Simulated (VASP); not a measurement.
Here is a VASP 6.6.1 calculation.

The input INCAR:

```
PREC     = Accurate       # precision mode
ENCUT    = 520            # plane-wave cutoff, eV
EDIFF    = 1E-7           # SCF threshold, eV
ISMEAR   = -1             # smearing method
SIGMA    = 0.1            # smearing width, eV
LREAL    = Auto         
LASPH    = True           # aspherical terms in the spheres
NELM     = 80             # most SCF steps
ALGO     = Normal         # electronic algorithm
ISIF     = 2              # what is computed and relaxed
LWAVE    = False          # write WAVECAR
LCHARG   = False          # write CHGCAR
GGA      = PE             # functional
NBANDS   = 102            # bands
```

The input KPOINTS:

```
Automatic mesh
0
Gamma
  3 3 3
```

Contents of POSCAR:

```
Ta16H
1.0
    6.6200000000      0.0000000000      0.0000000000
    0.0000000000      6.6200000000      0.0000000000
    0.0000000000      0.0000000000      6.6200000000
Ta H
16 1
Direct
    0.0039879154      0.0011933535      0.0330513595
    0.4919335347     -0.0285498489      0.0154682779
   -0.0141691843      0.5168429003     -0.0114199396
   -0.0239425982     -0.0167371601      0.5233987915
    0.2667522659      0.2539879154      0.2548036254
    0.4959214502      0.5030664653     -0.0225226586
    0.5123413897     -0.0037160121      0.4817673716
    0.7384138973      0.2635347432      0.2681873112
    0.0294864048      0.4887915408      0.4511027190
    0.2714350453      0.7289274924      0.2501359517
    0.2428700906      0.2593051360      0.7506042296
    0.5169788520      0.5011178248      0.5082628399
    0.7703021148      0.7479154079      0.2357250755
    0.7587764350      0.2456797583      0.7386102719
    0.2426586103      0.7413595166      0.7571299094
    0.6887613293      0.7954380665      0.7590030211
    0.0220845921      0.8623111782      0.2776435045
```

Potentials or basis: VASP PAW PBE potentials, release 64 (Ta_pv, H).

Run with:

```bash
$ cat potpaw_PBE.64/Ta_pv/POTCAR potpaw_PBE.64/H/POTCAR > POTCAR
$ mpirun -np 1 vasp_std > vasp.out
```

Problem. What does it give for the largest force?

Solution. 5.076 eV/Å.

Problem. What does it give for the band gap on the k mesh?

Solution. Zero (an odd number of electrons rules out a gap without spin polarisation).

Problem. What does it give for the pressure?

Solution. 10.2 GPa.

Stress tensor (GPa, compression positive):
```
10.11 -0.46 -1.90
-0.46 10.24  0.76
-1.90  0.76 10.23
```

Caveat: spin-orbit coupling is left out, which moves the levels of the heavy elements.
